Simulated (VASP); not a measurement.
**EuS: relaxation of cell and atoms with BLYP+D3(BJ)**

The system is EuS.

```xyz
2
Lattice="0.0000 2.9785 2.9785 2.9785 0.0000 2.9785 2.9785 2.9785 0.0000" Properties=species:S:1:pos:R:3 pbc="T T T"
Eu    0.0000    0.0000    0.0000
S     2.9785    2.9785    2.9785
```

```json
{
 "Program": "VASP 6.6.1",
 "Task": "relaxation of cell and atoms",
 "Functional": "BLYP",
 "Dispersion": "D3(BJ)",
 "Potentials or basis": "VASP PAW PBE potentials, release 64 (Eu, S)",
 "Cutoff": "600 eV",
 "k mesh": "8 × 8 × 8",
 "Occupations": "fermi-dirac, width 0.05 eV",
 "Spin": "collinear spin, ferromagnetic start",
 "Starting moments": "[7.0, 0.0] μB",
 "Dipole correction": "no",
 "Further INCAR settings": "ALGO = Normal; EDIFF = 1e-07; IBRION = 2; EDIFFG = -0.01; NSW = 60; ISIF = 3"
}
```

- Relaxed volume: 24.15 Å³/atom
- Relaxed cell: a = 4.088 Å, b = 4.088 Å, c = 4.088 Å, α = 60.00°, β = 60.00°, γ = 60.00°
- Space group after relaxing (to 0.1 Å): Fm-3m (No. 225)
- Energy gained by relaxing: 32.3 meV/atom
- Ionic steps: 3
- Pressure after relaxing: 0.0 GPa
- Net moment: -6.94 μB per cell
- Site moments: Eu -6.57; S +0.06 μB
- Valence electrons inside the program's atomic spheres: Eu 14.79; S 3.82
- Dispersion energy per atom: -0.852 eV

Step by step:
| step | energy change (eV) | largest force (eV/Å) | pressure (GPa) | volume (Å³) |
| --- | --- | --- | --- | --- |
| 1 | 0.0000 | 0.0000 | -4.22 | 52.85 |
| 2 | -0.0631 | 0.0000 | 0.72 | 47.70 |
| 3 | -0.0645 | 0.0000 | 0.03 | 48.29 |

Final structure:
```
Eu S
1.0
     0.00000    2.89032    2.89032
     2.89032    0.00000    2.89032
     2.89032    2.89032    0.00000
Eu S
1 1
Cartesian
  0.0000 0.0000 0.0000
  2.8903 2.8903 2.8903
```

Levels at points of the mesh, in eV from the Fermi level:
Spin up:
```
           k point  band 6  band 7  band 8  band 9  band 10  band 11
(0.00, 0.00, 0.00)   -2.70   -2.70   -2.70    1.65     1.65     1.65
(0.50, 0.00, 0.00)   -5.42   -4.01   -4.01    2.93     3.87     3.87
(0.50, 0.50, 0.00)   -3.75   -3.01   -3.01   -0.42     3.93     4.07
```
Spin down:
```csv
k point,band 12,band 13,band 14,band 15,band 16,band 17,band 18,band 19
"(0.00, 0.00, 0.00)",-0.29,0.11,0.11,0.11,1.02,1.02,1.02,1.92
"(0.50, 0.00, 0.00)",-0.34,-0.34,-0.29,-0.28,3.51,3.53,3.83,3.83
"(0.50, 0.50, 0.00)",-0.35,-0.35,-0.30,-0.07,-0.07,3.15,3.84,4.93
```

It took 4.7 min on 1 thread of Intel(R) Xeon(R) 6975P-C (Granite Rapids), with other jobs on the host, peak memory 0.3 GiB.

Caveat: the PAW data sets were made with another functional, which shifts forces and pressure a little; spin-orbit coupling is left out, which moves the levels of the heavy elements; a cell with one magnetic atom can't hold antiferromagnetic order, which such compounds often take; semilocal functionals describe open f shells poorly, which spoils levels, moments and volumes. The state reached can hang on the start; a lower one may exist.
